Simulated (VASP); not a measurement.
**BP2: single point with PBE**

BP2:

```
CELL_PARAMETERS angstrom
3.26849 -0.00022 -0.00004
-1.63444 2.83097 -0.00008
-0.00077 0.00061 17.67250
ATOMIC_POSITIONS crystal
B 0.00000 0.00000 0.16862
B 0.00004 0.00000 0.66861
B 0.66656 0.33314 0.02083
B 0.66661 0.33313 0.52082
P 0.99998 0.00019 0.28012
P 0.00006 0.00013 0.78012
P 0.66667 0.33332 0.13257
P 0.66672 0.33332 0.63256
P 0.33329 0.66647 0.48448
P 0.33324 0.66649 0.98449
P 0.66671 0.33360 0.34689
P 0.66679 0.33352 0.84688
```

```
Program                : VASP 6.6.1
Task                   : single point
Functional             : PBE
Potentials or basis    : VASP PAW PBE potentials, release 64 (B, P)
Cutoff                 : 520 eV
k mesh                 : 6 × 6 × 2
Occupations            : gaussian, width 0.2 eV
Spin                   : no spin polarisation
Dipole correction      : no
Further INCAR settings : ALGO = Normal; EDIFF = 1e-07; NBANDS = 38
```

```yaml
Pressure: -0.2 GPa
Largest_force: 0.045 eV/Å
Band_gap_on_the_k_mesh: zero (bands 26 and 27 overlap by 1.70 eV)
```

Forces on the atoms (eV/Å):
```
B    0.000  0.000  0.009
B    0.000 -0.001  0.009
B    0.000  0.001 -0.002
B    0.000  0.001 -0.001
P    0.000  0.000  0.028
P    0.000  0.000  0.028
P    0.000  0.000 -0.009
P    0.000  0.000 -0.009
P   -0.001  0.001  0.018
P    0.000  0.001  0.018
P    0.001 -0.001 -0.045
P    0.001 -0.001 -0.044
```

Levels at points of the mesh, in eV from the Fermi level:
| k point | band 22 | band 23 | band 24 | band 25 | band 26 | band 27 | band 28 | band 29 | band 30 | band 31 |
| --- | --- | --- | --- | --- | --- | --- | --- | --- | --- | --- |
| (0.00, 0.00, 0.00) | -1.00 | -0.86 | -0.86 | -0.14 | 1.53 | 1.58 | 1.58 | 1.61 | 1.67 | 1.75 |
| (0.50, 0.00, 0.00) | -2.86 | -2.85 | -2.66 | -2.50 | -1.56 | -0.16 | -0.05 | 0.80 | 1.50 | 1.58 |
| (0.00, 0.50, 0.00) | -2.86 | -2.85 | -2.65 | -2.49 | -1.56 | -0.16 | -0.05 | 0.80 | 1.50 | 1.58 |
| (0.50, 0.50, 0.00) | -2.86 | -2.85 | -2.65 | -2.50 | -1.56 | -0.16 | -0.05 | 0.80 | 1.50 | 1.58 |
| (0.00, 0.00, 0.50) | -0.93 | -0.93 | -0.93 | 0.78 | 0.78 | 1.66 | 1.66 | 1.66 | 1.66 | 1.67 |
| (0.50, 0.00, 0.50) | -3.35 | -2.75 | -2.75 | -2.03 | -2.03 | -0.08 | -0.08 | 1.26 | 1.26 | 1.64 |
| (0.00, 0.50, 0.50) | -3.35 | -2.75 | -2.75 | -2.03 | -2.03 | -0.08 | -0.08 | 1.26 | 1.26 | 1.64 |
| (0.50, 0.50, 0.50) | -3.35 | -2.75 | -2.75 | -2.03 | -2.03 | -0.08 | -0.08 | 1.26 | 1.26 | 1.64 |

It took 2.9 min on 1 thread of AMD EPYC 9R45 96-Core Processor (Zen 5), on a shared host, peak memory 0.33 GiB.

Caveat: the k points lie up to 0.37 Å⁻¹ apart, too coarse for converged energies and pressures of a metal.
